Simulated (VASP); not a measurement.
# NaLa3 (Pm-3m) in VASP: notebook, part 2 of 2

VASP 6.6.1.

### Step 4. Single point, PBE

Input file INCAR:

```
PREC = Accurate ; ENCUT = 500
EDIFF = 1E-6 ; ISMEAR = -1
SIGMA = 0.1 ; LREAL = F
LASPH = T ; NELM = 200
ALGO = Normal ; ISIF = 2
LWAVE = F ; LCHARG = F
GGA = PE ; NBANDS = 28
GGA_COMPAT = F ; LMAXMIX = 6
```

Input file KPOINTS:

```
regular mesh
0
Gamma
  3 3 3
```

Input file POSCAR:

```
NaLa3
1.0
    5.2563000000      0.0000000000      0.0000000000
    0.0000000000      5.2563000000      0.0000000000
    0.0000000000      0.0000000000      5.2563000000
Na La
1 3
Direct
    0.0000000000      0.0000000000      0.0000000000
    0.5000000000      0.0000000000      0.5000000000
    0.0000000000      0.5000000000      0.5000000000
    0.5000000000      0.5000000000      0.0000000000
```

Potentials or basis: VASP PAW PBE potentials, release 64 (Na_pv, La).

Launch:

```bash
$ cat potpaw_PBE.64/Na_pv/POTCAR potpaw_PBE.64/La/POTCAR > POTCAR
$ mpirun -np 1 vasp_std > vasp.out
```

OUTCAR:

```text
PREC = Accurate
   ENCUT = 500
   EDIFF = 1E-6
   ISMEAR = -1
   LREAL = F
   LASPH = T
   NELM = 200
   ISIF = 2
   GGA = PE

 ion  position               nearest neighbor table
   1  0.000  0.000  0.000-
   2  0.500  0.000  0.500-
   3  0.000  0.500  0.500-
   4  0.500  0.500  0.000-

  LATTYP: Found a simple cubic cell.
 ALAT       =     5.2563000000

  Lattice vectors:

 A1 = (   5.2563000000,   0.0000000000,   0.0000000000)
 A2 = (   0.0000000000,   5.2563000000,   0.0000000000)
 A3 = (   0.0000000000,   0.0000000000,   5.2563000000)

Analysis of symmetry for initial positions (statically):
=====================================================================
 Subroutine PRICEL returns:
 Original cell was already a primitive cell.

 Routine SETGRP: Setting up the symmetry group for a
 simple cubic supercell.

 Subroutine GETGRP returns: Found 48 space group operations
 (whereof 48 operations were pure point group operations)
 out of a pool of 48 trial point group operations.

The static configuration has the point symmetry O_h .

Analysis of symmetry for dynamics (positions and initial velocities):
=====================================================================
 Subroutine PRICEL returns:
 Original cell was already a primitive cell.

 Routine SETGRP: Setting up the symmetry group for a
 simple cubic supercell.

 Subroutine GETGRP returns: Found 48 space group operations
 (whereof 48 operations were pure point group operations)
 out of a pool of 48 trial point group operations.

The dynamic configuration has the point symmetry O_h .

 Subroutine INISYM returns: Found 48 space group operations
 (whereof 48 operations are pure point group operations),
 and found     1 'primitive' translations

----------------------------------------------------------------------------------------

                                     Primitive cell

  volume of cell :     145.2247

  direct lattice vectors                    reciprocal lattice vectors
     5.256300000  0.000000000  0.000000000     0.190247893  0.000000000  0.000000000
     0.000000000  5.256300000  0.000000000     0.000000000  0.190247893  0.000000000
     0.000000000  0.000000000  5.256300000     0.000000000  0.000000000  0.190247893

  length of vectors
     5.256300000  5.256300000  5.256300000     0.190247893  0.190247893  0.190247893

  position of ions in fractional coordinates (direct lattice)
     0.000000000  0.000000000  0.000000000
     0.500000000  0.000000000  0.500000000
     0.000000000  0.500000000  0.500000000
     0.500000000  0.500000000  0.000000000

  ion indices of the primitive-cell ions
   primitive index   ion index
                 1           1
                 2           2
                 3           3
                 4           4

----------------------------------------------------------------------------------------

 KPOINTS: regular mesh

Automatic generation of k-mesh.
 Grid dimensions read from file:
 generate k-points for:    3    3    3

 Generating k-lattice:

  Cartesian coordinates                     Fractional coordinates (reciprocal lattice)
     0.063415964  0.000000000  0.000000000     0.333333333  0.000000000  0.000000000
     0.000000000  0.063415964  0.000000000     0.000000000  0.333333333  0.000000000
     0.000000000  0.000000000  0.063415964     0.000000000  0.000000000  0.333333333

  Length of vectors
     0.063415964  0.063415964  0.063415964

  Shift w.r.t. Gamma in fractional coordinates (k-lattice)
     0.000000000  0.000000000  0.000000000

 Subroutine IBZKPT returns following result:
 ===========================================

 Found      4 irreducible k-points:

 Following reciprocal coordinates:
            Coordinates               Weight
  0.000000  0.000000  0.000000      1.000000
  0.333333  0.000000  0.000000      6.000000
  0.333333  0.333333  0.000000     12.000000
  0.333333  0.333333  0.333333      8.000000
   k-points           NKPTS =      4   k-points in BZ     NKDIM =      4   number of bands    NBANDS=     28
   number of dos      NEDOS =    301   number of ions     NIONS =      4
   total plane-waves  NPLWV =  64000
   dimension x,y,z NGX =    40 NGY =   40 NGZ =   40
   dimension x,y,z NGXF=    80 NGYF=   80 NGZF=   80
   ions per type =               1   3
   NGX,Y,Z   is equivalent  to a cutoff of  12.65, 12.65, 12.65 a.u.
   NGXF,Y,Z  is equivalent  to a cutoff of  25.30, 25.30, 25.30 a.u.
 SYSTEM =  unknown system
   PREC   = accura    normal or accurate (medium, high low for compatibility)
   ISTART =      0    job   : 0-new  1-cont  2-samecut
   ICHARG =      2    charge: 1-file 2-atom 10-const
   ISPIN  =      1    spin polarized calculation?
   LNONCOLLINEAR =      F non collinear calculations
   LSORBIT =      F    spin-orbit coupling
   LASPH  =      T    aspherical Exc in radial PAW
   ENCUT  =  500.0 eV  36.75 Ry    6.06 a.u.   9.58  9.58  9.58*2*pi/ulx,y,z
   NELM   =    200;   NELMIN=  2; NELMDL= -5     # of ELM steps
   EDIFF  = 0.1E-05   stopping-criterion for ELM
   LREAL  =      F    real-space projection
   EDIFFG = 0.1E-04   stopping-criterion for IOM
   NSW    =      0    number of steps for IOM
   IBRION =     -1    ionic relax: 0-MD 1-quasi-New 2-CG
   NFREE  =      0    steps in history (QN), initial steepest desc. (CG)
   ISIF   =      2    stress and relaxation
   ISYM   =      2    0-nonsym 1-usesym 2-fastsym
   POTIM  = 0.5000    time-step for ionic-motion
   TEBEG  =    0.0;   TEEND  =   0.0 temperature during run
   PSTRESS=    0.0 pullay stress
   NELECT =      40.0000    total number of electrons
   NUPDOWN=      -1.0000    fix difference up-down
   EMIN   =  10.00;   EMAX   =-10.00  energy-range for DOS
   EFERMI =   0.00;   METHOD = LEGACY
   ISMEAR =    -1;   SIGMA  =   0.10  broadening in eV -4-tet -1-fermi 0-gaus
   EFERMI_NEDOS =   21; number of points for ismear=-14 and -15
   IALGO  =     38    algorithm
   IMIX   =      4    mixing-type and parameters
     AMIX     =   0.40;   BMIX     =  1.00
     AMIX_MAG =   1.60;   BMIX_MAG =  1.00
  volume/ion in A,a.u.               =      36.31       245.01
  Fermi-wavevector in a.u.,A,eV,Ry     =   1.065160  2.012860 15.436693  1.134565
  Thomas-Fermi vector in A             =   2.200702
   LORBIT       =      0    0 simple, 1 ext, 2 COOP (PROOUT), +10 PAW based schemes
   GGA     = PE    functional components
   LHFCALC =     F    Hartree Fock is set to
   AEXX    =    0.0000 exact exchange contribution
   IVDW    =     0    specifies the selected vdW correction
   LEPSILON=     F    determine dielectric tensor
   LRPA    =     F    only Hartree local field effects (RPA)
 non-spin polarized calculation
  energy-cutoff  :      500.00
  volume of cell :      145.22
 maximum number of plane-waves:      3743
 NGX is ok and might be reduce to    40
   NGX = 19   NGY = 19   NGZ = 19

 number of electron      40.0000008 magnetization

 Free energy of the ion-electron system (eV)
  ---------------------------------------------------
  ext. energy  EPLUGINS =         0.00000000
  ---------------------------------------------------
  free energy    TOTEN  =       -15.03508837 eV

  energy without entropy =      -14.74633955  energy(sigma->0) =      -14.89071396

 E-fermi :   6.0230     XC(G=0):  -8.9687

 val. band max:        5.9406076585   @ k =   0.3333   0.0000   0.0000
 cond. band min:       6.0719801216   @ k =   0.3333   0.0000   0.0000
 fundamental gap:      0.1313724631
 Fermi energy:         6.0230138865

 k-point     1 :       0.0000    0.0000    0.0000
  band No.  band energies     occupation
      1     -26.9368      2.00000
      2     -26.7278      2.00000
      3     -26.7278      2.00000
      4     -17.4995      2.00000
      5     -17.4995      2.00000
      6     -17.4995      2.00000
[... 20 lines left out ...]
     27       7.7274      0.00000
     28       7.7366      0.00000

 k-point     2 :       0.3333    0.0000    0.0000
  band No.  band energies     occupation
      1     -26.8932      2.00000
      2     -26.7725      2.00000
      3     -26.7273      2.00000
      4     -17.4993      2.00000
      5     -17.4993      2.00000
      6     -17.4992      2.00000
[... 20 lines left out ...]
     27       7.4637      0.00000
     28       7.6912      0.00000

 k-point     3 :       0.3333    0.3333    0.0000
  band No.  band energies     occupation
      1     -26.8566      2.00000
      2     -26.7800      2.00000
      3     -26.7558      2.00000
      4     -17.4996      2.00000
      5     -17.4993      2.00000
      6     -17.4991      2.00000
[... 20 lines left out ...]
     27       7.6031      0.00000
     28       7.6823      0.00000

 k-point     4 :       0.3333    0.3333    0.3333
  band No.  band energies     occupation
      1     -26.8320      2.00000
      2     -26.7793      2.00000
      3     -26.7793      2.00000
      4     -17.4999      2.00000
      5     -17.4999      2.00000
      6     -17.4994      2.00000
[... 20 lines left out ...]
     27       7.6541      0.00000
     28       7.6832      0.00000

------------------------ aborting loop because EDIFF is reached ----------------------------------------

  FORCE on cell =-STRESS in cart. coord.  units (eV):
  Direction    XX          YY          ZZ          XY          YZ          ZX
  --------------------------------------------------------------------------------------
  -------------------------------------------------------------------------------------
  Total        0.7516413      0.7516413      0.7516413     -0.0000000     -0.0000000      0.0000000
  in kB        8.2924098      8.2924098      8.2924098     -0.0000000     -0.0000000      0.0000000
  external PRESSURE =       8.2924098 kB  Pullay stress =       0.0000000 kB

 VOLUME and BASIS-vectors are now :
 -----------------------------------------------------------------------------
  energy-cutoff  :      500.00
  volume of cell :      145.22
      direct lattice vectors                 reciprocal lattice vectors
     5.256300000  0.000000000  0.000000000     0.190247893  0.000000000  0.000000000
     0.000000000  5.256300000  0.000000000     0.000000000  0.190247893  0.000000000
     0.000000000  0.000000000  5.256300000     0.000000000  0.000000000  0.190247893

 POSITION                                       TOTAL-FORCE (eV/Angst)
 -----------------------------------------------------------------------------------
      0.00000      0.00000      0.00000         0.000000      0.000000      0.000000
      2.62815      0.00000      2.62815         0.000000      0.000000      0.000000
      0.00000      2.62815      2.62815         0.000000      0.000000      0.000000
      2.62815      2.62815      0.00000         0.000000      0.000000      0.000000
 -----------------------------------------------------------------------------------
    total drift:                                0.000000     -0.000000     -0.000000

  FREE ENERGIE OF THE ION-ELECTRON SYSTEM (eV)
  ---------------------------------------------------
  free  energy   TOTEN  =       -15.0350883719 eV

  energy  without entropy=      -14.7463395454  energy(sigma->0) =      -14.89071396
```

stdout:

```text
POSCAR found type information on POSCAR NaLa
 POSCAR found :  2 types and       4 ions
 scaLAPACK will be used
 LDA part: xc-table for (Slater+PW92), standard interpolation
 POSCAR, INCAR and KPOINTS ok, starting setup
 FFT: planning ... GRIDC
 FFT: planning ... GRID_SOFT
 FFT: planning ... GRID
 WAVECAR not read
 entering main loop
```

Wall time 16 s (1 thread of Intel Xeon 6975P-C (Granite Rapids), shared host); peak memory 0.24 GiB.

Results:

- Free energy: -15.0351 eV
- Pressure: 0.8 GPa
- Band gap on the k mesh: zero (bands 20 and 21 overlap by 0.72 eV)

Caveat: the k points lie up to 0.40 Å⁻¹ apart, too coarse for converged energies and pressures of a metal; spin-orbit coupling is left out, which moves the levels of the heavy elements.

### Step 5. Single point, PBE

Input file INCAR:

```
SYSTEM = NaLa3
ALGO     = Normal         ! electronic algorithm
EDIFF    = 1E-6           ! SCF threshold, eV
ENCUT    = 500            ! plane-wave cutoff, eV
GGA      = PE             ! functional
GGA_COMPAT= .FALSE.      
ISIF     = 2              ! what is computed and relaxed
ISMEAR   = -1             ! smearing method
LASPH    = .TRUE.         ! aspherical terms in the spheres
LCHARG   = .FALSE.        ! write CHGCAR
LMAXMIX  = 6              ! l up to which the mixer works
LREAL    = .FALSE.        ! projectors in reciprocal space
LWAVE    = .FALSE.        ! write WAVECAR
NBANDS   = 28             ! bands
NELM     = 200            ! most SCF steps
PREC     = Accurate       ! precision mode
SIGMA    = 0.1            ! smearing width, eV
```

Input file KPOINTS:

```
k-points
0
G
  3 3 3
  0 0 0
```

POSCAR is that of step 4.

Launch:

```bash
$ cat potpaw_PBE.64/Na_pv/POTCAR potpaw_PBE.64/La/POTCAR > POTCAR
$ mpirun -np 1 vasp_std > vasp.out
```

Wall time 15 s (1 thread of Intel Xeon 6975P-C (Granite Rapids), shared host); peak memory 0.23 GiB.

Results (log left out):

```
Free energy            : -15.0351 eV
Pressure               : 0.8 GPa
Band gap on the k mesh : zero (bands 20 and 21 overlap by 0.72 eV)
```

Levels at points of the mesh, in eV from the Fermi level:
| k point | band 18 | band 19 | band 20 | band 21 | band 22 | band 23 |
| --- | --- | --- | --- | --- | --- | --- |
| (0.00, 0.00, 0.00) | -0.80 | -0.80 | -0.66 | -0.66 | -0.66 | 1.41 |

Caveat: the k points lie up to 0.40 Å⁻¹ apart, too coarse for converged energies and pressures of a metal; spin-orbit coupling is left out, which moves the levels of the heavy elements.

### Step 6. Single point, PBE

Input file INCAR:

```
  ALGO = Normal
  EDIFF = 1E-6
  ENCUT = 500
  GGA = PE
  GGA_COMPAT = F
  ISIF = 2
  ISMEAR = -1
  LASPH = T
  LCHARG = F
  LMAXMIX = 6
  LREAL = F
  LWAVE = F
  NBANDS = 28
  NELM = 200
  PREC = Accurate
  SIGMA = 0.1
```

Input file KPOINTS:

```
k-points
0
Gamma
  4 4 4
```

POSCAR is that of step 5.

Potentials or basis: VASP PAW PBE potentials, release 64 (Na_pv, La).

Launch:

```bash
$ cat potpaw_PBE.64/Na_pv/POTCAR potpaw_PBE.64/La/POTCAR > POTCAR
$ mpirun -np 1 vasp_std > vasp.out
```

Run time: 29 s. Hardware: 1 thread of Intel Xeon 6975P-C (Granite Rapids), shared host; peak memory 0.26 GiB.

The run converged. Its results:

- Free energy: -15.2078 eV
- Pressure: 0.1 GPa
- Band gap on the k mesh: zero (bands 20 and 21 overlap by 1.90 eV)

Levels at points of the mesh, in eV from the Fermi level:
| k point | band 17 | band 18 | band 19 | band 20 | band 21 | band 22 |
| --- | --- | --- | --- | --- | --- | --- |
| (0.00, 0.00, 0.00) | -2.08 | -0.80 | -0.80 | -0.66 | -0.66 | -0.66 |
| (0.50, 0.00, 0.00) | -1.34 | -0.95 | -0.34 | 0.22 | 0.22 | 0.52 |
| (0.50, 0.50, 0.00) | -0.59 | -0.59 | -0.17 | 0.18 | 0.27 | 0.27 |
| (0.50, 0.50, 0.50) | -1.03 | -1.03 | -1.03 | 1.23 | 1.33 | 1.33 |

Caveat: spin-orbit coupling is left out, which moves the levels of the heavy elements.

### Step 7. The runs side by side

```csv
k mesh,gap on the mesh (eV),pressure (GPa)
2 × 2 × 2,none,0.9
3 × 3 × 3,none,0.8
4 × 4 × 4,none,0.1
```

Alike in all rows: task single point; level PBE; potentials or basis VASP PAW PBE potentials, release 64 (Na_pv, La); no spin polarisation; cell as given; cutoff (eV) 500; smearing fermi-dirac 0.1 eV.

Caveats: some runs use coarse meshes; spin-orbit coupling is left out, which moves the levels of the heavy elements.

Total energies depend on the potentials used, so only differences within one code and one set of settings carry meaning.
